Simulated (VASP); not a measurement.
# TiO2 (P1) in VASP: single point with r2SCAN

Aim: the single point of TiO2 with r2SCAN.

Everything below comes from runs of VASP 6.6.1. Logs are shortened: lines on timing, memory, paths and dates and some standing lists are left out, and cuts for length are marked.

### Step 1. The cell of the first run

The typed cell holds 6 atoms: a = 3.827 Å, b = 3.827 Å, c = 5.472 Å, α = 109.89°, β = 109.89°, γ = 90.01°.

### Step 2. Single point, r2SCAN

POSCAR reads:

```
TiO2
1.0
    2.7060340000     -2.7066550000      0.0000000000
    2.7060340000      2.7066550000      0.0000000000
   -2.6335310000      0.0000000000      4.7966370000
Ti O
2 4
Direct
    0.1269862668      0.8685212639      0.2469038413
    0.8709675229      0.1240935303      0.7469366115
    0.3294838502      0.0820356599      0.6612328011
    0.6687790000      0.9112450000      0.3328510000
    0.9139020017      0.6665070446      0.8329329552
    0.0840725641      0.3271520138      0.1611957504
```

INCAR.step1 reads:

```
SYSTEM = TiO2
PREC = Accurate
ENCUT = 520
ISMEAR = 0
SIGMA = 0.01
LREAL = .FALSE.
LASPH = .TRUE.
NELM = 100
NBANDS = 33
GGA = PE
ALGO = Normal
EDIFF = 1E-4
LWAVE = .TRUE.
LCHARG = .FALSE.
```

INCAR.step2 reads:

```
SYSTEM = TiO2
PREC = Accurate
ENCUT = 520
EDIFF = 1E-6
ISMEAR = 0
SIGMA = 0.01
LREAL = .FALSE.
LASPH = .TRUE.
NELM = 100
ALGO = Normal
ISIF = 2
LWAVE = .FALSE.
LCHARG = .FALSE.
METAGGA = R2SCAN
LMIXTAU = .TRUE.
NBANDS = 33
ISTART = 1
```

KPOINTS reads:

```
Automatic mesh
0
Gamma
  5 5 4
  0 0 0.5
```

Potentials or basis: VASP PAW PBE potentials, release 64 (Ti_sv, O).

Command:

```console
$ cat potpaw_PBE.64/Ti_sv/POTCAR potpaw_PBE.64/O/POTCAR > POTCAR
$ cp INCAR.step1 INCAR
$ mpirun -np 1 vasp_std > vasp.out
$ cp INCAR.step2 INCAR
$ mpirun -np 1 vasp_std > vasp.out
```

OUTCAR:

```text
SYSTEM = TiO2
   PREC = Accurate
   ENCUT = 520
   EDIFF = 1E-6
   ISMEAR = 0
   LREAL = .FALSE.
   LASPH = .TRUE.
   NELM = 100
   ISIF = 2
   METAGGA = R2SCAN
   ISTART = 1

 ion  position               nearest neighbor table
   1  0.127  0.869  0.247-   6 1.96   4 1.96   4 1.96   6 1.96   5 1.99   3 1.99
   2  0.871  0.124  0.747-   5 1.96   3 1.96   3 1.96   5 1.96   4 1.99   6 1.99
   3  0.329  0.082  0.661-   2 1.96   2 1.96   1 1.99
   4  0.669  0.911  0.333-   1 1.96   1 1.96   2 1.99
   5  0.914  0.667  0.833-   2 1.96   2 1.96   1 1.99
   6  0.084  0.327  0.161-   1 1.96   1 1.96   2 1.99

  LATTYP: Found a base centered monoclinic cell.
 ALAT       =     5.4120680000
 B/A-ratio  =     1.0002294871
 C/A-ratio  =     1.0110809974
 COS(beta)  =    -0.4812705001

  Lattice vectors:

 A1 = (   2.7060340000,  -2.7066550000,   0.0000000000)
 A2 = (   2.7060340000,   2.7066550000,   0.0000000000)
 A3 = (  -2.6335310000,   0.0000000000,   4.7966370000)

Analysis of symmetry for initial positions (statically):
=====================================================================
 Subroutine PRICEL returns:
 Original cell was already a primitive cell.

 Routine SETGRP: Setting up the symmetry group for a
 base centered monoclinic supercell.

 Subroutine GETGRP returns: Found  1 space group operations
 (whereof  1 operations were pure point group operations)
 out of a pool of  4 trial point group operations.

The static configuration has the point symmetry C_1 .

Analysis of symmetry for dynamics (positions and initial velocities):
=====================================================================
 Subroutine PRICEL returns:
 Original cell was already a primitive cell.

 Routine SETGRP: Setting up the symmetry group for a
 base centered monoclinic supercell.

 Subroutine GETGRP returns: Found  1 space group operations
 (whereof  1 operations were pure point group operations)
 out of a pool of  4 trial point group operations.

The dynamic configuration has the point symmetry C_1 .

 Subroutine INISYM returns: Found  1 space group operations
 (whereof  1 operations are pure point group operations),
 and found     1 'primitive' translations

----------------------------------------------------------------------------------------

                                     Primitive cell

  volume of cell :      70.2640

[... 93 lines left out ...]
   LASPH  =      T    aspherical Exc in radial PAW
   ENCUT  =  520.0 eV  38.22 Ry    6.18 a.u.   7.12  7.12 10.17*2*pi/ulx,y,z
   NELM   =    100;   NELMIN=  2; NELMDL=  0     # of ELM steps
   EDIFF  = 0.1E-05   stopping-criterion for ELM
   LREAL  =      F    real-space projection
   EDIFFG = 0.1E-04   stopping-criterion for IOM
   NSW    =      0    number of steps for IOM
   IBRION =     -1    ionic relax: 0-MD 1-quasi-New 2-CG
   NFREE  =      0    steps in history (QN), initial steepest desc. (CG)
   ISIF   =      2    stress and relaxation
   ISYM   =      2    0-nonsym 1-usesym 2-fastsym
   POTIM  = 0.5000    time-step for ionic-motion
   TEBEG  =    0.0;   TEEND  =   0.0 temperature during run
   PSTRESS=    0.0 pullay stress
   NELECT =      48.0000    total number of electrons
   NUPDOWN=      -1.0000    fix difference up-down
   EMIN   =  10.00;   EMAX   =-10.00  energy-range for DOS
   EFERMI =   0.00;   METHOD = LEGACY
   ISMEAR =     0;   SIGMA  =   0.01  broadening in eV -4-tet -1-fermi 0-gaus
   EFERMI_NEDOS =   21; number of points for ismear=-14 and -15
   IALGO  =     38    algorithm
   IMIX   =      4    mixing-type and parameters
     AMIX     =   0.40;   BMIX     =  1.00
     AMIX_MAG =   1.60;   BMIX_MAG =  1.00
  volume/ion in A,a.u.               =      11.71        79.03
  Fermi-wavevector in a.u.,A,eV,Ry     =   1.441820  2.724644 28.284385  2.078844
  Thomas-Fermi vector in A             =   2.560409
   LORBIT       =      0    0 simple, 1 ext, 2 COOP (PROOUT), +10 PAW based schemes
   METAGGA = R2SCAN    functional components
   LHFCALC =     F    Hartree Fock is set to
   AEXX    =    0.0000 exact exchange contribution
   IVDW    =     0    specifies the selected vdW correction
   LEPSILON=     F    determine dielectric tensor
   LRPA    =     F    only Hartree local field effects (RPA)
 non-spin polarized calculation
 Gauss-broadening in eV      SIGMA  =   0.01
  energy-cutoff  :      520.00
  volume of cell :       70.26
 maximum number of plane-waves:      1900
   NGX = 15   NGY = 15   NGZ = 21

 number of electron      47.9999997 magnetization

 Free energy of the ion-electron system (eV)
  ---------------------------------------------------
  ext. energy  EPLUGINS =         0.00000000
  ---------------------------------------------------
  free energy    TOTEN  =       -69.83304717 eV

  energy without entropy =      -69.83304717  energy(sigma->0) =      -69.83304717

 E-fermi :   2.8101     XC(G=0): -11.2950

 val. band max:        2.7426706145   @ k =  -0.4000  -0.4000   0.3750
 cond. band min:       5.2566740527   @ k =   0.0000   0.0000   0.1250
 fundamental gap:      2.5140034381
 Fermi energy:         2.8100524755

 k-point     1 :       0.0000    0.0000    0.1250
  band No.  band energies     occupation
      1     -55.9345      2.00000
      2     -55.8846      2.00000
      3     -31.3076      2.00000
      4     -31.0931      2.00000
      5     -31.0929      2.00000
      6     -31.0203      2.00000
[... 853 lines left out ...]
     32       9.6182      0.00000
     33       9.7846      0.00000

 [... further k-points ...]
[... 5 lines left out ...]
  --------------------------------------------------------------------------------------
  -------------------------------------------------------------------------------------
  Total       -2.3375081     -2.3416285     -1.2267446      0.0045340     -0.0020111     -0.3669155
  in kB      -53.3004292    -53.3943832    -27.9725288      0.1033860     -0.0458580     -8.3664965
  external PRESSURE =     -44.8891137 kB  Pullay stress =       0.0000000 kB

 VOLUME and BASIS-vectors are now :
 -----------------------------------------------------------------------------
  energy-cutoff  :      520.00
  volume of cell :       70.26
      direct lattice vectors                 reciprocal lattice vectors
     2.706034000 -2.706655000  0.000000000     0.184772253 -0.184729860  0.101446796
     2.706034000  2.706655000  0.000000000     0.184772253  0.184729860  0.101446796
    -2.633531000  0.000000000  4.796637000     0.000000000  0.000000000  0.208479399

 POSITION                                       TOTAL-FORCE (eV/Angst)
 -----------------------------------------------------------------------------------
      2.04365      2.00708      1.18431         0.002580     -0.003889      0.012388
      0.72559     -2.02153      3.58278         0.005608      0.010829      0.008098
     -0.62779     -0.66976      3.17169         0.002028      0.000003      0.023458
      3.39903      0.65627      1.59657        -0.004910      0.005774     -0.032413
      2.08309     -0.66961      3.99528        -0.006836     -0.005682     -0.037933
      0.68827      0.65793      0.77320         0.001530     -0.007034      0.026402
 -----------------------------------------------------------------------------------
    total drift:                                0.000538      0.000832      0.036751

  FREE ENERGIE OF THE ION-ELECTRON SYSTEM (eV)
  ---------------------------------------------------
  free  energy   TOTEN  =       -69.8330471669 eV

  energy  without entropy=      -69.8330471669  energy(sigma->0) =      -69.83304717
```

OUTCAR.step1:

```text
SYSTEM = TiO2
   PREC = Accurate
   ENCUT = 520
   ISMEAR = 0
   LREAL = .FALSE.
   LASPH = .TRUE.
   NELM = 100
[... 1102 lines left out ...]
      3.39903      0.65627      1.59657        -0.009049      0.004014     -0.114741
      2.08309     -0.66961      3.99528        -0.010573     -0.003316     -0.120573
      0.68827      0.65793      0.77320         0.005875     -0.008464      0.113490
 -----------------------------------------------------------------------------------
    total drift:                               -0.000494     -0.000161      0.000079

  FREE ENERGIE OF THE ION-ELECTRON SYSTEM (eV)
  ---------------------------------------------------
  free  energy   TOTEN  =       -53.8553278248 eV

  energy  without entropy=      -53.8553278248  energy(sigma->0) =      -53.85532782
```

OSZICAR.step1:

```text
N       E                     dE             d eps       ncg     rms          rms(c)
DAV:   1     0.660030578596E+03    0.66003E+03   -0.24464E+04  3308   0.169E+03
DAV:   2     0.324252760340E+02   -0.62761E+03   -0.58232E+03  3587   0.510E+02
DAV:   3    -0.651446216314E+02   -0.97570E+02   -0.96112E+02  4532   0.191E+02
DAV:   4    -0.710755051134E+02   -0.59309E+01   -0.59201E+01  5170   0.443E+01
DAV:   5    -0.713331942678E+02   -0.25769E+00   -0.25767E+00  4189   0.677E+00    0.312E+01
DAV:   6    -0.541136725520E+02    0.17220E+02   -0.80615E+01  4594   0.879E+01    0.114E+01
DAV:   7    -0.541266248772E+02   -0.12952E-01   -0.15728E+01  4371   0.336E+01    0.916E+00
DAV:   8    -0.539828004987E+02    0.14382E+00   -0.56436E-01  4165   0.584E+00    0.691E+00
DAV:   9    -0.539557793391E+02    0.27021E-01   -0.11244E+00  4555   0.121E+01    0.296E+00
DAV:  10    -0.538671327714E+02    0.88647E-01   -0.58191E-01  4520   0.718E+00    0.923E-01
DAV:  11    -0.538571222984E+02    0.10010E-01   -0.39525E-02  4779   0.158E+00    0.585E-01
DAV:  12    -0.538553067442E+02    0.18156E-02   -0.95797E-03  3847   0.845E-01    0.104E-01
DAV:  13    -0.538553278248E+02   -0.21081E-04   -0.56234E-04  4152   0.195E-01
   1 F= -.53855328E+02 E0= -.53855328E+02  d E =-.598217-143
```

Wall time 11 min (1 thread of AMD EPYC 7R13, shared host); peak memory 0.21 GiB.

Results:

```
Free energy            : -69.8330 eV
Pressure               : -4.5 GPa
Largest force          : 0.039 eV/Å
Band gap on the k mesh : 2.51 eV, indirect (least direct gap 2.83 eV)
```

Forces in eV/Å, atoms in the order of the input:
```
Ti   0.003 -0.004  0.012
Ti   0.006  0.011  0.008
O    0.002  0.000  0.023
O   -0.005  0.006 -0.032
O   -0.007 -0.006 -0.038
O    0.002 -0.007  0.026
```

Levels at points of the mesh, in eV from the valence-band top:
| k point | band 20 | band 21 | band 22 | band 23 | band 24 | band 25 | band 26 | band 27 | band 28 | band 29 |
| --- | --- | --- | --- | --- | --- | --- | --- | --- | --- | --- |
| (0.00, 0.00, 0.12) | -0.88 | -0.87 | -0.86 | -0.34 | -0.34 | 2.51 | 3.17 | 4.22 | 4.22 | 4.43 |

Caveat: the PAW data sets were made with another functional, which shifts forces and pressure a little. A k mesh can miss the band edges.
